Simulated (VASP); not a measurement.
Input of a VASP 6.6.1 run:

INCAR

```
SYSTEM = HfC
  PREC = Accurate
  ENCUT = 520
  EDIFF = 1E-6
  ISMEAR = -1
  SIGMA = 0.05
  LREAL = .FALSE.
  LASPH = .TRUE.
  NELM = 150
  ALGO = Normal
  ISIF = 2
  LWAVE = .FALSE.
  LCHARG = .FALSE.
  LMAXMIX = 4
  LDAU = .TRUE.
  LDAUTYPE = 2
  LDAUL = 2 -1
  LDAUU = 1 0
  LDAUJ = 0 0
  LDAUPRINT = 1
  GGA = PS
  NBANDS = 14
```

KPOINTS

```
Automatic mesh
0
G
  10 10 10
  0 0 0
```

POSCAR

```
HfC
1.0
    0.0000000000      2.3250000000      2.3250000000
    2.3250000000      0.0000000000      2.3250000000
    2.3250000000      2.3250000000      0.0000000000
Hf C
1 1
Direct
    0.5000000000      0.5000000000      0.5000000000
    0.0000000000      0.0000000000      0.0000000000
```

Potentials or basis: VASP PAW PBE potentials, release 64 (Hf_pv, C).

The run is started by

```sh
$ cat potpaw_PBE.64/Hf_pv/POTCAR potpaw_PBE.64/C/POTCAR > POTCAR
$ mpirun -np 1 vasp_std > vasp.out
```

Q: What does it give for the band gap on the k mesh?

A: Zero (band 7 reaches 6.92 eV, above the bottom of band 8 at 5.51 eV).

Q: Estimate the pressure.

A: -3.4 GPa.

Eigenvalues of the final occupation matrices:
```csv
site,spin,trace,eigenvalues
site 1 d,1,0.84,0.12 0.12 0.12 0.24 0.24
site 1 d,2,0.84,0.12 0.12 0.12 0.24 0.24
```

Caveat: the PAW data sets were made with another functional, which shifts forces and pressure a little; spin-orbit coupling is left out, which moves the levels of the heavy elements; U without spin polarisation on a metal has little footing; the U is typed as a test and isn't derived for this compound.
